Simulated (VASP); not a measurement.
# SnW (P6_3/mmc) in VASP: further runs

The runs below take SnW through single point, with PBE.

All numbers are computed with VASP 6.6.1; they aren't measurements. Logs are shortened: lines on timing, memory, paths and dates and some standing lists are left out, and cuts for length are marked.

## Step 1: The cell of the first run

Symmetry: P6_3/mmc, No. 194, hexagonal system. The conventional cell has a = 4.275 Å, b = 4.275 Å, c = 5.458 Å, α = 90.00°, β = 90.00°, γ = 120.00°. Sn (site symmetry -6m2) has 6 W at 2.82 Å and 6 Sn at 3.68 Å within 3.7 Å. Within 3.6 Å of W (site symmetry -3m) lie 2 W at 2.73 Å and 6 Sn at 2.82 Å.

The cell was built from a structure type or drawn by symmetry, and may not be a known phase.

## Step 2: Single point, PBE

INCAR

```
SYSTEM = SnW
PREC = Accurate ; ENCUT = 520
EDIFF = 1E-7 ; ISMEAR = 0
SIGMA = 0.1 ; LREAL = .False.
LASPH = .True. ; NELM = 100
ALGO = Normal ; ISIF = 2
LWAVE = .False. ; LCHARG = .False.
GGA = PE ; NBANDS = 36
```

KPOINTS

```
Automatic mesh
0
Gamma
  6 6 4
  0 0 0
```

POSCAR

```
SnW
1.0
    4.2746065100      0.0000000000      0.0000000000
   -2.1373032600      3.7019178300      0.0000000000
    0.0000000000      0.0000000000      5.4577863800
Sn W
2 2
Direct
    0.3333333300      0.6666666700      0.2500000000
    0.6666666700      0.3333333300      0.7500000000
    0.0000000000      0.0000000000      0.5000000000
    0.0000000000      0.0000000000      0.0000000000
```

Potentials or basis: VASP PAW PBE potentials, release 64 (Sn_d, W_sv).

Started as:

```bash
> cat potpaw_PBE.64/Sn_d/POTCAR potpaw_PBE.64/W_sv/POTCAR > POTCAR
> mpirun -np 1 vasp_std > vasp.out
```

OUTCAR:

```text
SYSTEM = SnW
   PREC = Accurate
   ENCUT = 520
   EDIFF = 1E-7
   ISMEAR = 0
   LREAL = .False.
   LASPH = .True.
   NELM = 100
   ISIF = 2
   GGA = PE

 ion  position               nearest neighbor table
   1  0.333  0.667  0.250-   3 2.82   4 2.82   3 2.82   4 2.82   3 2.82   4 2.82   2 3.68   2 3.68
                             2 3.68   2 3.68   2 3.68   2 3.68
   2  0.667  0.333  0.750-   3 2.82   4 2.82   3 2.82   4 2.82   3 2.82   4 2.82   1 3.68   1 3.68
                             1 3.68   1 3.68   1 3.68   1 3.68
   3  0.000  0.000  0.500-   4 2.73   4 2.73   1 2.82   2 2.82   2 2.82   1 2.82   2 2.82   1 2.82

   4  0.000  0.000  0.000-   3 2.73   3 2.73   1 2.82   2 2.82   2 2.82   1 2.82   2 2.82   1 2.82

  LATTYP: Found a hexagonal cell.
 ALAT       =     4.2746065100
 C/A-ratio  =     1.2767926983

  Lattice vectors:

 A1 = (   4.2746065100,   0.0000000000,   0.0000000000)
 A2 = (  -2.1373032600,   3.7019178300,   0.0000000000)
 A3 = (   0.0000000000,   0.0000000000,   5.4577863800)

Analysis of symmetry for initial positions (statically):
=====================================================================
 Subroutine PRICEL returns:
 Original cell was already a primitive cell.

 Routine SETGRP: Setting up the symmetry group for a
 hexagonal supercell.

 Subroutine GETGRP returns: Found 24 space group operations
 (whereof 12 operations were pure point group operations)
 out of a pool of 24 trial point group operations.

The static configuration has the point symmetry D_3d.
 The point group associated with its full space group is D_6h.

Analysis of symmetry for dynamics (positions and initial velocities):
=====================================================================
 Subroutine PRICEL returns:
 Original cell was already a primitive cell.

 Routine SETGRP: Setting up the symmetry group for a
 hexagonal supercell.

 Subroutine GETGRP returns: Found 24 space group operations
 (whereof 12 operations were pure point group operations)
 out of a pool of 24 trial point group operations.

The dynamic configuration has the point symmetry D_3d.
 The point group associated with its full space group is D_6h.

 Subroutine INISYM returns: Found 24 space group operations
 (whereof 12 operations are pure point group operations),
 and found     1 'primitive' translations

----------------------------------------------------------------------------------------

                                     Primitive cell

  volume of cell :      86.3653

  direct lattice vectors                    reciprocal lattice vectors
     4.274606510  0.000000000  0.000000000     0.233939662  0.135065127  0.000000000
    -2.137303260  3.701917830  0.000000000     0.000000000  0.270130253  0.000000000
     0.000000000  0.000000000  5.457786380     0.000000000  0.000000000  0.183224467

  length of vectors
     4.274606510  4.274606514  5.457786380     0.270130253  0.270130253  0.183224467

  position of ions in fractional coordinates (direct lattice)
     0.333333330  0.666666670  0.250000000
     0.666666670  0.333333330  0.750000000
     0.000000000  0.000000000  0.500000000
     0.000000000  0.000000000  0.000000000

  ion indices of the primitive-cell ions
   primitive index   ion index
                 1           1
                 2           2
                 3           3
                 4           4

----------------------------------------------------------------------------------------

 KPOINTS: Automatic mesh

Automatic generation of k-mesh.
 Grid dimensions read from file:
 generate k-points for:    6    6    4

 Generating k-lattice:

  Cartesian coordinates                     Fractional coordinates (reciprocal lattice)
     0.038989944  0.022510854  0.000000000     0.166666667 -0.000000000  0.000000000
     0.000000000  0.045021709  0.000000000     0.000000000  0.166666667  0.000000000
     0.000000000  0.000000000  0.045806117     0.000000000  0.000000000  0.250000000

  Length of vectors
     0.045021709  0.045021709  0.045806117

  Shift w.r.t. Gamma in fractional coordinates (k-lattice)
     0.000000000  0.000000000  0.000000000

 Subroutine IBZKPT returns following result:
 ===========================================

 Found     21 irreducible k-points:

 Following reciprocal coordinates:
            Coordinates               Weight
  0.000000  0.000000  0.000000      1.000000
  0.166667  0.000000  0.000000      6.000000
  0.333333  0.000000  0.000000      6.000000
  0.500000  0.000000  0.000000      3.000000
  0.166667  0.166667  0.000000      6.000000
  0.333333  0.166667  0.000000     12.000000
[... 13 lines left out ...]
  0.333333  0.166667  0.500000     12.000000
  0.333333  0.333333  0.500000      2.000000
   k-points           NKPTS =     21   k-points in BZ     NKDIM =     21   number of bands    NBANDS=     36
   number of dos      NEDOS =    301   number of ions     NIONS =      4
   total plane-waves  NPLWV =  43008
   dimension x,y,z NGX =    32 NGY =   32 NGZ =   42
   dimension x,y,z NGXF=    64 NGYF=   64 NGZF=   84
   ions per type =               2   2
   NGX,Y,Z   is equivalent  to a cutoff of  12.45, 12.45, 12.79 a.u.
   NGXF,Y,Z  is equivalent  to a cutoff of  24.89, 24.89, 25.59 a.u.
 SYSTEM =  SnW
   PREC   = accura    normal or accurate (medium, high low for compatibility)
   ISTART =      0    job   : 0-new  1-cont  2-samecut
   ICHARG =      2    charge: 1-file 2-atom 10-const
   ISPIN  =      1    spin polarized calculation?
   LNONCOLLINEAR =      F non collinear calculations
   LSORBIT =      F    spin-orbit coupling
   LASPH  =      T    aspherical Exc in radial PAW
   ENCUT  =  520.0 eV  38.22 Ry    6.18 a.u.   7.95  7.95 10.15*2*pi/ulx,y,z
   NELM   =    100;   NELMIN=  2; NELMDL= -5     # of ELM steps
   EDIFF  = 0.1E-06   stopping-criterion for ELM
   LREAL  =      F    real-space projection
   EDIFFG = 0.1E-05   stopping-criterion for IOM
   NSW    =      0    number of steps for IOM
   IBRION =     -1    ionic relax: 0-MD 1-quasi-New 2-CG
   NFREE  =      0    steps in history (QN), initial steepest desc. (CG)
   ISIF   =      2    stress and relaxation
   ISYM   =      2    0-nonsym 1-usesym 2-fastsym
   POTIM  = 0.5000    time-step for ionic-motion
   TEBEG  =    0.0;   TEEND  =   0.0 temperature during run
   PSTRESS=    0.0 pullay stress
   NELECT =      56.0000    total number of electrons
   NUPDOWN=      -1.0000    fix difference up-down
   EMIN   =  10.00;   EMAX   =-10.00  energy-range for DOS
   EFERMI =   0.00;   METHOD = LEGACY
   ISMEAR =     0;   SIGMA  =   0.10  broadening in eV -4-tet -1-fermi 0-gaus
   EFERMI_NEDOS =   21; number of points for ismear=-14 and -15
   IALGO  =     38    algorithm
   IMIX   =      4    mixing-type and parameters
     AMIX     =   0.40;   BMIX     =  1.00
     AMIX_MAG =   1.60;   BMIX_MAG =  1.00
  volume/ion in A,a.u.               =      21.59       145.71
  Fermi-wavevector in a.u.,A,eV,Ry     =   1.416960  2.677667 27.317459  2.007777
  Thomas-Fermi vector in A             =   2.538240
   LORBIT       =      0    0 simple, 1 ext, 2 COOP (PROOUT), +10 PAW based schemes
   GGA     = PE    functional components
   LHFCALC =     F    Hartree Fock is set to
   AEXX    =    0.0000 exact exchange contribution
   IVDW    =     0    specifies the selected vdW correction
   LEPSILON=     F    determine dielectric tensor
   LRPA    =     F    only Hartree local field effects (RPA)
 non-spin polarized calculation
 Gauss-broadening in eV      SIGMA  =   0.10
  energy-cutoff  :      520.00
  volume of cell :       86.37
 maximum number of plane-waves:      2358
 NGX is ok and might be reduce to    32
   NGX = 15   NGY = 15   NGZ = 21

 number of electron      56.0000000 magnetization

 Free energy of the ion-electron system (eV)
  ---------------------------------------------------
  ext. energy  EPLUGINS =         0.00000000
  ---------------------------------------------------
  free energy    TOTEN  =       -29.91075684 eV

  energy without entropy =      -29.87921211  energy(sigma->0) =      -29.89498448

 E-fermi :   8.5953     XC(G=0): -11.5291

 val. band max:        8.5773055299   @ k =   0.0000   0.0000   0.0000
 cond. band min:       8.6004235974   @ k =   0.1667   0.1667   0.2500
 fundamental gap:      0.0231180675
 Fermi energy:         8.5953461273

 k-point     1 :       0.0000    0.0000    0.0000
  band No.  band energies     occupation
      1     -65.1726      2.00000
      2     -65.1117      2.00000
      3     -29.6950      2.00000
      4     -29.4839      2.00000
      5     -29.4839      2.00000
      6     -29.3810      2.00000
[... 28 lines left out ...]
     35      15.4113      0.00000
     36      15.4124      0.00000

 k-point     2 :       0.1667    0.0000    0.0000
  band No.  band energies     occupation
      1     -65.1726      2.00000
      2     -65.1117      2.00000
      3     -29.6944      2.00000
      4     -29.4866      2.00000
      5     -29.4843      2.00000
      6     -29.3829      2.00000
[... 28 lines left out ...]
     35      14.2724      0.00000
     36      14.5269      0.00000

 k-point     3 :       0.3333    0.0000    0.0000
  band No.  band energies     occupation
      1     -65.1725      2.00000
      2     -65.1116      2.00000
      3     -29.6933      2.00000
      4     -29.4921      2.00000
      5     -29.4852      2.00000
      6     -29.3867      2.00000
[... 28 lines left out ...]
     35      14.7257      0.00000
     36      15.4368      0.00000

 k-point     4 :       0.5000    0.0000    0.0000
  band No.  band energies     occupation
      1     -65.1725      2.00000
      2     -65.1116      2.00000
      3     -29.6928      2.00000
      4     -29.4949      2.00000
      5     -29.4856      2.00000
      6     -29.3886      2.00000
[... 28 lines left out ...]
     35      15.0016      0.00000
     36      15.4166      0.00000

 k-point     5 :       0.1667    0.1667    0.0000
  band No.  band energies     occupation
      1     -65.1725      2.00000
      2     -65.1116      2.00000
      3     -29.6936      2.00000
      4     -29.4902      2.00000
      5     -29.4855      2.00000
      6     -29.3855      2.00000
[... 538 lines left out ...]
 k-point    19 :       0.1667    0.1667    0.5000
  band No.  band energies     occupation
      1     -65.1422      2.00000
      2     -65.1422      2.00000
      3     -29.4382      2.00000
      4     -29.4382      2.00000
      5     -29.4346      2.00000
      6     -29.4346      2.00000
[... 28 lines left out ...]
     35      13.9135      0.00000
     36      13.9135      0.00000

 k-point    20 :       0.3333    0.1667    0.5000
  band No.  band energies     occupation
      1     -65.1421      2.00000
      2     -65.1421      2.00000
      3     -29.4410      2.00000
      4     -29.4410      2.00000
      5     -29.4362      2.00000
      6     -29.4362      2.00000
[... 28 lines left out ...]
     35      15.0402      0.00000
     36      15.0402      0.00000

 k-point    21 :       0.3333    0.3333    0.5000
  band No.  band energies     occupation
      1     -65.1421      2.00000
      2     -65.1421      2.00000
      3     -29.4405      2.00000
      4     -29.4405      2.00000
      5     -29.4381      2.00000
      6     -29.4381      2.00000
[... 28 lines left out ...]
     35      16.6253      0.00000
     36      16.7080      0.00000

------------------------ aborting loop because EDIFF is reached ----------------------------------------

  FORCE on cell =-STRESS in cart. coord.  units (eV):
  Direction    XX          YY          ZZ          XY          YZ          ZX
  --------------------------------------------------------------------------------------
  -------------------------------------------------------------------------------------
  Total        1.6804890      1.6804890      1.6321110     -0.0000000      0.0000000      0.0000000
  in kB       31.1750249     31.1750249     30.2775559     -0.0000000      0.0000000      0.0000000
  external PRESSURE =      30.8758686 kB  Pullay stress =       0.0000000 kB

 VOLUME and BASIS-vectors are now :
 -----------------------------------------------------------------------------
  energy-cutoff  :      520.00
  volume of cell :       86.37
      direct lattice vectors                 reciprocal lattice vectors
     4.274606510  0.000000000  0.000000000     0.233939662  0.135065127  0.000000000
    -2.137303260  3.701917830  0.000000000     0.000000000  0.270130253  0.000000000
     0.000000000  0.000000000  5.457786380     0.000000000  0.000000000  0.183224467

 POSITION                                       TOTAL-FORCE (eV/Angst)
 -----------------------------------------------------------------------------------
     -0.00000      2.46795      1.36445         0.000000     -0.000000      0.000000
      2.13730      1.23397      4.09334         0.000000      0.000000      0.000000
      0.00000      0.00000      2.72889        -0.000000     -0.000000      0.000000
      0.00000      0.00000      0.00000        -0.000000     -0.000000      0.000000
 -----------------------------------------------------------------------------------
    total drift:                               -0.000008      0.000004     -0.000000

  FREE ENERGIE OF THE ION-ELECTRON SYSTEM (eV)
  ---------------------------------------------------
  free  energy   TOTEN  =       -29.9107568391 eV

  energy  without entropy=      -29.8792121140  energy(sigma->0) =      -29.89498448
```

It took 3 min on 1 thread of Intel Xeon 8259CL, shared host; peak memory 0.23 GiB.

Results:

- Free energy: -29.9108 eV
- Pressure: 3.1 GPa
- Band gap on the k mesh: zero (bands 28 and 29 overlap by 0.51 eV)

Levels at points of the mesh, in eV from the Fermi level:
| k point | band 26 | band 27 | band 28 | band 29 | band 30 | band 31 |
| --- | --- | --- | --- | --- | --- | --- |
| (0.00, 0.00, 0.00) | -1.57 | -0.02 | -0.02 | 2.24 | 2.24 | 2.68 |
| (0.50, 0.00, 0.00) | -0.85 | -0.81 | -0.55 | -0.21 | 0.81 | 0.88 |
| (0.00, 0.00, 0.50) | -1.30 | -0.30 | -0.30 | -0.30 | -0.30 | 1.89 |
| (0.50, 0.00, 0.50) | -1.43 | 0.21 | 0.21 | 0.36 | 0.36 | 0.39 |

Caveat: the cell stands under pressure; spin-orbit coupling is left out, which moves the levels of the heavy elements.

## Step 3: Single point, PBE

This run uses another cell than the first one, of 22.14 Å³/atom.

INCAR

```
SYSTEM = SnW
  PREC = Accurate
  ENCUT = 520
  EDIFF = 1E-6
  ISMEAR = 0
  SIGMA = 0.1
  LREAL = .FALSE.
  LASPH = .TRUE.
  NELM = 60
  ALGO = Fast
  ISIF = 2
  LWAVE = .FALSE.
  LCHARG = .TRUE.
  GGA = PE
  LELF = .TRUE.
  LVHAR = .TRUE.
  NBANDS = 36
```

KPOINTS

```
regular mesh
0
G
  12 12 8
  0 0 0
```

POSCAR

```
SnW
1.0
    4.3335612361      0.0000000029      0.0000000000
   -2.1667806206      3.7529741179      0.0000000000
    0.0000000000      0.0000000000      5.4456332007
Sn W
2 2
Direct
    0.3333333333      0.6666666667      0.2500000000
    0.6666666667      0.3333333333      0.7500000000
    0.0000000000      0.0000000000      0.5000000000
    0.0000000000      0.0000000000      0.0000000000
```

Potentials or basis: VASP PAW PBE potentials, release 64 (Sn_d, W_sv).

Started as:

```bash
> cat potpaw_PBE.64/Sn_d/POTCAR potpaw_PBE.64/W_sv/POTCAR > POTCAR
> mpirun -np 1 vasp_std > vasp.out
```

Wall time 14 min (1 thread of Intel Xeon 8259CL, shared host); peak memory 0.38 GiB.

Results (log left out):

| Item | Value |
| --- | --- |
| Free energy | -29.9335 eV |
| Pressure | 0.1 GPa |
| Band gap on the k mesh | zero (bands 28 and 29 overlap by 0.62 eV) |

Stress tensor (GPa, compression positive):
```
0.03 0.00 0.00
0.00 0.03 0.00
0.00 0.00 0.10
```

Levels at points of the mesh, in eV from the Fermi level:
| k point | band 24 | band 25 | band 26 | band 27 | band 28 | band 29 | band 30 | band 31 | band 32 | band 33 |
| --- | --- | --- | --- | --- | --- | --- | --- | --- | --- | --- |
| (0.00, 0.00, 0.00) | -3.07 | -1.58 | -1.58 | 0.03 | 0.03 | 2.10 | 2.10 | 2.71 | 2.71 | 3.74 |
| (0.50, 0.00, 0.00) | -2.25 | -0.94 | -0.91 | -0.73 | -0.63 | -0.24 | 0.80 | 0.83 | 2.42 | 2.72 |
| (0.00, 0.00, 0.50) | -2.08 | -1.22 | -1.22 | -0.31 | -0.31 | -0.31 | -0.31 | 1.76 | 1.76 | 5.77 |
| (0.50, 0.00, 0.50) | -2.06 | -1.39 | -1.39 | 0.20 | 0.20 | 0.33 | 0.33 | 0.40 | 0.40 | 3.47 |

Caveat: spin-orbit coupling is left out, which moves the levels of the heavy elements.
